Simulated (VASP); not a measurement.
# I (P6_3/mmc) in VASP: notebook, part 2 of 2

VASP 6.6.1.

### Step 3. Single point, PBEsol

This run uses another cell than the first one, of 45.58 Å³/atom, 1.041 times its volume.

INCAR

```
ALGO = Normal ; EDIFF = 1E-7
ENCUT = 520 ; GGA = PS
ISIF = 2 ; ISMEAR = 0
LASPH = T ; LCHARG = F
LREAL = F ; LWAVE = F
NBANDS = 22 ; NELM = 100
PREC = Accurate ; SIGMA = 0.1
```

KPOINTS

```
k-points
0
Gamma
  6 6 2
```

POSCAR

```
I
1.0
    5.0344120681      0.0000000000      0.0000000000
   -2.5172060341      4.3599287441      0.0000000000
    0.0000000000      0.0000000000      8.3067799124
I
4
Direct
    0.3333333333      0.6666666667      0.4375000000
    0.6666666667      0.3333333333      0.9375000000
    0.6666666667      0.3333333333      0.5625000000
    0.3333333333      0.6666666667      0.0625000000
```

Potentials or basis: VASP PAW PBE potentials, release 64 (I).

Command:

```sh
$ cat potpaw_PBE.64/I/POTCAR > POTCAR
$ mpirun -np 1 vasp_std > vasp.out
```

OUTCAR:

```text
EDIFF = 1E-7
   ENCUT = 520
   GGA = PS
   ISIF = 2
   ISMEAR = 0
   LASPH = T
   LREAL = F
   NELM = 100
   PREC = Accurate

 ion  position               nearest neighbor table
   1  0.333  0.667  0.438-   3 3.09   3 3.09   3 3.09   4 3.12
   2  0.667  0.333  0.938-   4 3.09   4 3.09   4 3.09   3 3.12
   3  0.667  0.333  0.562-   1 3.09   1 3.09   1 3.09   2 3.12
   4  0.333  0.667  0.062-   2 3.09   2 3.09   2 3.09   1 3.12

  LATTYP: Found a hexagonal cell.
 ALAT       =     5.0344120681
 C/A-ratio  =     1.6500000000

  Lattice vectors:

 A1 = (   5.0344120681,   0.0000000000,   0.0000000000)
 A2 = (  -2.5172060341,   4.3599287441,   0.0000000000)
 A3 = (   0.0000000000,   0.0000000000,   8.3067799124)

Analysis of symmetry for initial positions (statically):
=====================================================================
 Subroutine PRICEL returns:
 Original cell was already a primitive cell.

 Routine SETGRP: Setting up the symmetry group for a
 hexagonal supercell.

 Subroutine GETGRP returns: Found 24 space group operations
 (whereof 12 operations were pure point group operations)
 out of a pool of 24 trial point group operations.

The static configuration has the point symmetry D_3d.
 The point group associated with its full space group is D_6h.

Analysis of symmetry for dynamics (positions and initial velocities):
=====================================================================
 Subroutine PRICEL returns:
 Original cell was already a primitive cell.

 Routine SETGRP: Setting up the symmetry group for a
 hexagonal supercell.

 Subroutine GETGRP returns: Found 24 space group operations
 (whereof 12 operations were pure point group operations)
[... 110 lines left out ...]
   EFERMI =   0.00;   METHOD = LEGACY
   ISMEAR =     0;   SIGMA  =   0.10  broadening in eV -4-tet -1-fermi 0-gaus
   EFERMI_NEDOS =   21; number of points for ismear=-14 and -15
   IALGO  =     38    algorithm
   IMIX   =      4    mixing-type and parameters
     AMIX     =   0.40;   BMIX     =  1.00
     AMIX_MAG =   1.60;   BMIX_MAG =  1.00
  volume/ion in A,a.u.               =      45.58       307.61
  Fermi-wavevector in a.u.,A,eV,Ry     =   0.876679  1.656683 10.456974  0.768566
  Thomas-Fermi vector in A             =   1.996522
   LORBIT       =      0    0 simple, 1 ext, 2 COOP (PROOUT), +10 PAW based schemes
   GGA     = PS    functional components
   LHFCALC =     F    Hartree Fock is set to
   AEXX    =    0.0000 exact exchange contribution
   IVDW    =     0    specifies the selected vdW correction
   LEPSILON=     F    determine dielectric tensor
   LRPA    =     F    only Hartree local field effects (RPA)
 non-spin polarized calculation
 Gauss-broadening in eV      SIGMA  =   0.10
  energy-cutoff  :      520.00
  volume of cell :      182.33
 maximum number of plane-waves:      4951
 NGX is ok and might be reduce to    40
   NGX = 19   NGY = 19   NGZ = 31

 number of electron      27.9999996 magnetization

 Free energy of the ion-electron system (eV)
  ---------------------------------------------------
  ext. energy  EPLUGINS =         0.00000000
  ---------------------------------------------------
  free energy    TOTEN  =        -4.31240238 eV

  energy without entropy =       -4.28143571  energy(sigma->0) =       -4.29691904

 E-fermi :   2.7549     XC(G=0):  -7.6678

 val. band max:        2.7059411231   @ k =   0.1667   0.1667   0.5000
 cond. band min:       2.7665583011   @ k =   0.3333   0.3333   0.5000
 fundamental gap:      0.0606171780
 Fermi energy:         2.7549460549

 k-point     1 :       0.0000    0.0000    0.0000
  band No.  band energies     occupation
      1     -11.6310      2.00000
      2     -10.9820      2.00000
      3      -9.3047      2.00000
      4      -8.1900      2.00000
      5      -1.4065      2.00000
      6      -1.4065      2.00000
[... 339 lines left out ...]
     21       9.6395      0.00000
     22       9.6395      0.00000

------------------------ aborting loop because EDIFF is reached ----------------------------------------

  FORCE on cell =-STRESS in cart. coord.  units (eV):
  Direction    XX          YY          ZZ          XY          YZ          ZX
  --------------------------------------------------------------------------------------
  -------------------------------------------------------------------------------------
  Total        5.0526881      5.0526881      4.4209086     -0.0000000      0.0000000      0.0000000
  in kB       44.3989005     44.3989005     38.8473379     -0.0000000      0.0000000      0.0000000
  external PRESSURE =      42.5483796 kB  Pullay stress =       0.0000000 kB

 VOLUME and BASIS-vectors are now :
 -----------------------------------------------------------------------------
  energy-cutoff  :      520.00
  volume of cell :      182.33
      direct lattice vectors                 reciprocal lattice vectors
     5.034412068  0.000000000  0.000000000     0.198632926  0.114680773  0.000000000
    -2.517206034  4.359928744  0.000000000     0.000000000  0.229361547  0.000000000
     0.000000000  0.000000000  8.306779912     0.000000000  0.000000000  0.120383592

 POSITION                                       TOTAL-FORCE (eV/Angst)
 -----------------------------------------------------------------------------------
     -0.00000      2.90662      3.63422         0.000000     -0.000000     -0.133263
      2.51721      1.45331      7.78761         0.000000      0.000000     -0.133263
      2.51721      1.45331      4.67256         0.000000      0.000000      0.133263
     -0.00000      2.90662      0.51917        -0.000000      0.000000      0.133263
 -----------------------------------------------------------------------------------
    total drift:                               -0.000000      0.000000     -0.000000

  FREE ENERGIE OF THE ION-ELECTRON SYSTEM (eV)
  ---------------------------------------------------
  free  energy   TOTEN  =        -4.3124023812 eV

  energy  without entropy=       -4.2814357074  energy(sigma->0) =       -4.29691904
```

OSZICAR:

```text
N       E                     dE             d eps       ncg     rms          rms(c)
DAV:   1     0.169315507617E+03    0.16932E+03   -0.10295E+04   616   0.102E+03
DAV:   2     0.107724765541E+02   -0.15854E+03   -0.15383E+03   874   0.162E+02
DAV:   3    -0.389171840732E+01   -0.14664E+02   -0.14464E+02   778   0.564E+01
DAV:   4    -0.430063872927E+01   -0.40892E+00   -0.40881E+00   760   0.107E+01
DAV:   5    -0.430983866090E+01   -0.91999E-02   -0.91998E-02   784   0.164E+00    0.152E+01
DAV:   6    -0.431138484615E+01   -0.15462E-02   -0.18349E-03   762   0.257E-01    0.931E+00
DAV:   7    -0.431238859118E+01   -0.10037E-02   -0.10477E-03   724   0.208E-01    0.246E-01
DAV:   8    -0.431239317434E+01   -0.45832E-05   -0.34699E-05   746   0.340E-02    0.182E-02
DAV:   9    -0.431239967044E+01   -0.64961E-05   -0.68077E-06   776   0.151E-02    0.153E-02
DAV:  10    -0.431240193244E+01   -0.22620E-05   -0.14262E-06   706   0.640E-03    0.221E-03
DAV:  11    -0.431240234590E+01   -0.41346E-06   -0.21311E-07   646   0.238E-03    0.188E-03
DAV:  12    -0.431240238120E+01   -0.35303E-07   -0.28143E-08   488   0.898E-04
   1 F= -.43124024E+01 E0= -.42969190E+01  d E =-.309667E-01
```

stdout:

```text
POSCAR found type information on POSCAR I
 POSCAR found :  1 types and       4 ions
 scaLAPACK will be used
 -----------------------------------------------------------------------------
|                                                                             |
|                                                                             |
|     You enforced a specific xc type in the INCAR file but a different       |
|     I HOPE YOU KNOW WHAT YOU ARE DOING!                                     |
|                                                                             |
 -----------------------------------------------------------------------------

 LDA part: xc-table for (Slater+PW92), standard interpolation
 POSCAR, INCAR and KPOINTS ok, starting setup
 FFT: planning ... GRIDC
 FFT: planning ... GRID_SOFT
 FFT: planning ... GRID
 WAVECAR not read
 entering main loop
```

Wall time 23 s (1 thread of Intel Xeon 6975P-C (Granite Rapids), shared host); peak memory 0.28 GiB.

Results:

```yaml
Free_energy: -4.3124 eV
Pressure: 4.3 GPa
Largest_force: 0.133 eV/Å
Band_gap_on_the_k_mesh: zero (band 14 reaches 3.04 eV, above the bottom of band 15 at 1.94 eV)
```

Forces in eV/Å, atoms in the order of the input:
```
I    0.000  0.000 -0.133
I    0.000  0.000 -0.133
I    0.000  0.000  0.133
I    0.000  0.000  0.133
```

Stress tensor (GPa, compression positive):
```
4.44 0.00 0.00
0.00 4.44 0.00
0.00 0.00 3.88
```

Caveat: the k points lie up to 0.38 Å⁻¹ apart; the PAW data sets were made with another functional, which shifts forces and pressure a little; spin-orbit coupling is left out, which moves the levels of the heavy elements.

### Step 4. Single point, PBEsol

This run uses another cell than the first one, of 48.30 Å³/atom, 1.103 times its volume.

INCAR

```
ALGO = Normal
EDIFF = 1E-6
ENCUT = 520
GGA = PS
ISIF = 2
ISMEAR = 0
LASPH = True
LCHARG = True
LELF = True
LREAL = False
LVHAR = True
LWAVE = False
NBANDS = 22
NELM = 80
PREC = Accurate
SIGMA = 0.1
```

KPOINTS is that of step 3.

POSCAR

```
I
1.0
    4.3428864831      0.0000000000      0.0000000000
   -2.1714432416      3.7610500201      0.0000000000
    0.0000000000      0.0000000000     11.8281867629
I
4
Direct
    0.0000000000      0.0000000000      0.2500000000
    0.0000000000      0.0000000000      0.7500000000
    0.3333333333      0.6666666667      0.7500000000
    0.6666666667      0.3333333333      0.2500000000
```

Potentials or basis: VASP PAW PBE potentials, release 64 (I).

Command:

```sh
$ cat potpaw_PBE.64/I/POTCAR > POTCAR
$ mpirun -np 1 vasp_std > vasp.out
```

OUTCAR:

```text
EDIFF = 1E-6
   ENCUT = 520
   GGA = PS
   ISIF = 2
   ISMEAR = 0
   LASPH = True
   LREAL = False
   NELM = 80
   PREC = Accurate

 ion  position               nearest neighbor table
   1  0.000  0.000  0.250-   4 2.51   4 2.51   4 2.51
   2  0.000  0.000  0.750-   3 2.51   3 2.51   3 2.51
   3  0.333  0.667  0.750-   2 2.51   2 2.51   2 2.51
   4  0.667  0.333  0.250-   1 2.51   1 2.51   1 2.51

  LATTYP: Found a hexagonal cell.
[... 536 lines left out ...]

  FORCE on cell =-STRESS in cart. coord.  units (eV):
  Direction    XX          YY          ZZ          XY          YZ          ZX
  --------------------------------------------------------------------------------------
  -------------------------------------------------------------------------------------
  Total       51.4281815     51.4281815     -0.0517463     -0.0000000     -0.0000000     -0.0000000
  in kB      426.4871890    426.4871890     -0.4291251     -0.0000000     -0.0000000     -0.0000000
  external PRESSURE =     284.1817510 kB  Pullay stress =       0.0000000 kB

 VOLUME and BASIS-vectors are now :
 -----------------------------------------------------------------------------
  energy-cutoff  :      520.00
  volume of cell :      193.20
      direct lattice vectors                 reciprocal lattice vectors
     4.342886483  0.000000000  0.000000000     0.230261602  0.132941598  0.000000000
    -2.171443242  3.761050020  0.000000000     0.000000000  0.265883196  0.000000000
     0.000000000  0.000000000 11.828186763     0.000000000  0.000000000  0.084543812

 POSITION                                       TOTAL-FORCE (eV/Angst)
 -----------------------------------------------------------------------------------
      0.00000      0.00000      2.95705        -0.000000      0.000000     -0.000000
      0.00000      0.00000      8.87114         0.000000     -0.000000      0.000000
     -0.00000      2.50737      8.87114        -0.000000      0.000000      0.000000
      2.17144      1.25368      2.95705         0.000000     -0.000000     -0.000000
 -----------------------------------------------------------------------------------
    total drift:                               -0.000000      0.000000      0.000000

  FREE ENERGIE OF THE ION-ELECTRON SYSTEM (eV)
  ---------------------------------------------------
  free  energy   TOTEN  =         3.2165790033 eV

  energy  without entropy=        3.2354352072  energy(sigma->0) =        3.22600711
```

It took 23 s on 1 thread of Intel Xeon 6975P-C (Granite Rapids), shared host; peak memory 0.28 GiB.

Results:

| Quantity | Value |
| --- | --- |
| Free energy | 3.2166 eV |
| Pressure | 28.4 GPa |
| Band gap on the k mesh | zero (band 14 reaches 5.39 eV, above the bottom of band 15 at 2.81 eV) |

Caveat: the PAW data sets were made with another functional, which shifts forces and pressure a little; spin-orbit coupling is left out, which moves the levels of the heavy elements.

### Step 5. Summary

| cell | gap on the mesh (eV) | pressure (GPa) | largest force (eV/Å) |
| --- | --- | --- | --- |
| a = 4.360, b = 4.360, c = 10.635 Å, angles 90.0, 90.0, 120.0°, 4 atoms | none | 0.0 | 0.01 |
| a = 5.034, b = 5.034, c = 8.307 Å, angles 90.0, 90.0, 120.0°, 4 atoms | none | 4.3 | 0.13 |
| a = 4.343, b = 4.343, c = 11.828 Å, angles 90.0, 90.0, 120.0°, 4 atoms | none | 28.4 | - |

Alike in all rows: task single point; level PBEsol; potentials or basis VASP PAW PBE potentials, release 64 (I); no spin polarisation; k mesh 6 × 6 × 2; cutoff (eV) 520; smearing gaussian 0.1 eV.

Caveats: some runs use coarse meshes; the PAW data sets were made with another functional, which shifts forces and pressure a little; spin-orbit coupling is left out, which moves the levels of the heavy elements.

Total energies depend on the potentials used, so only differences within one code and one set of settings carry meaning.
